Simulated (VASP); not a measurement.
Input of a VASP 6.6.1 run:

INCAR

```
SYSTEM = La2O3
ALGO = Normal ; EDIFF = 1E-6
ENCUT = 520 ; GGA = PE
ISIF = 2 ; ISMEAR = 0
IVDW = 13 ; LASPH = .TRUE.
LCHARG = .FALSE. ; LREAL = .FALSE.
LWAVE = .FALSE. ; NBANDS = 28
NELM = 100 ; PREC = Accurate
SIGMA = 0.01
```

Contents of KPOINTS:

```
k-points
0
G
  6 6 4
  0 0 0
```

POSCAR

```
La2O3
1.0
    3.9198792844      0.0000000000      0.0000000000
   -1.9599396422      3.3947150400      0.0000000000
    0.0000000000      0.0000000000      6.1024476839
La O
2 3
Direct
    0.6666666667      0.3333333333      0.7539742023
    0.3333333333      0.6666666667      0.2460257977
    0.6666666667      0.3333333333      0.3540465948
    0.3333333333      0.6666666667      0.6459534052
    0.0000000000      0.0000000000      0.0000000000
```

Potentials or basis: VASP PAW PBE potentials, release 64 (La, O).

Command:

```sh
$ cat potpaw_PBE.64/La/POTCAR potpaw_PBE.64/O/POTCAR > POTCAR
$ mpirun -np 1 vasp_std > vasp.out
```

(1) Predict the pressure.

(2) Estimate the largest force.

## Answers

(1) -0.3 GPa.

(2) 0.022 eV/Å.
